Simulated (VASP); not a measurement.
Runs of VASP 6.6.1 on BeTe. The structure is that of space group F-43m (No. 216), or close to it. The cells are those of the table. 

```csv
task,level,potentials or basis,spin,cell,k mesh,cutoff (eV),smearing,gap on the mesh (eV),pressure (GPa),relaxed volume (Å³/atom)
relaxation of cell and atoms,PBEsol,"VASP PAW PBE potentials, release 64 (Be, Te)",off,"relaxed from a = 4.005 Å, angles 60.0°, 2 atoms",8 × 8 × 8,600,fermi-dirac 0.02 eV,1.83,0.0,22.10
single point,PBE,"VASP PAW PBE potentials, release 64 (Be, Te)",off,"a = 4.005 Å, angles 60.0°, 2 atoms",8 × 8 × 8,520,fermi-dirac 0.02 eV,2.01,(c),-
single point,LDA,"VASP PAW LDA potentials, release 64 (Be, Te)",off,"a = 4.000 Å, angles 60.0°, 2 atoms",8 × 8 × 8,520,gaussian 0.01 eV,(a),-2.9,-
relaxation of cell and atoms,LDA,"VASP PAW LDA potentials, release 64 (Be, Te)",off,"relaxed from a = 4.005 Å, angles 60.0°, 2 atoms",8 × 8 × 8,600,fermi-dirac 0.02 eV,1.78,0.0,21.51
single point,r2SCAN,"VASP PAW PBE potentials, release 64 (Be, Te)",off,"a = 4.000 Å, angles 60.0°, 2 atoms",8 × 8 × 8,520,fermi-dirac 0.02 eV,2.37,0.2,-
single point,PBE,"VASP PAW PBE potentials, release 64 (Be, Te)",off,"a = 4.000 Å, angles 60.0°, 2 atoms",4 × 4 × 4,520,gaussian 0.01 eV,2.00,0.8,-
single point,PBEsol,"VASP PAW PBE potentials, release 64 (Be, Te)",off,"a = 3.964 Å, angles 60.0°, 2 atoms",8 × 8 × 8,520,fermi-dirac 0.02 eV,(b),0.2,-
relaxation of cell and atoms,r2SCAN,"VASP PAW PBE potentials, release 64 (Be, Te)",off,"relaxed from a = 4.005 Å, angles 60.0°, 2 atoms",8 × 8 × 8,600,fermi-dirac 0.02 eV,2.37,0.0,22.69
dielectric tensor,r2SCAN,"VASP PAW PBE potentials, release 64 (Be, Te)",off,"a = 4.000 Å, angles 60.0°, 2 atoms",6 × 6 × 6,520,gaussian 0.01 eV,2.37,-,-
single point,PBE,"VASP PAW PBE potentials, release 64 (Be, Te)","non-collinear, zero start, SOC","a = 4.000 Å, angles 60.0°, 2 atoms",8 × 8 × 8,520,gaussian 0.01 eV,-,0.4,-
dielectric tensor,PBE,"VASP PAW PBE potentials, release 64 (Be, Te)",off,"a = 4.000 Å, angles 60.0°, 2 atoms",6 × 6 × 6,520,gaussian 0.01 eV,2.01,-,-
single point,LDA,"VASP PAW LDA potentials, release 64 (Be, Te)",off,"a = 3.928 Å, angles 60.0°, 2 atoms",8 × 8 × 8,520,fermi-dirac 0.02 eV,1.77,0.3,-
```

Question: Fill in the values left out.

Answer: (a) 1.90; (b) 1.82; (c) 0.1.

Caveats: some runs use coarse meshes; spin-orbit coupling is left out, which moves the levels of the heavy elements (at least some runs); the PAW data sets were made with another functional, which shifts forces and pressure a little (at least some runs).

A k mesh can miss the band edges, and rows without SOC leave out spin-orbit coupling on Te.
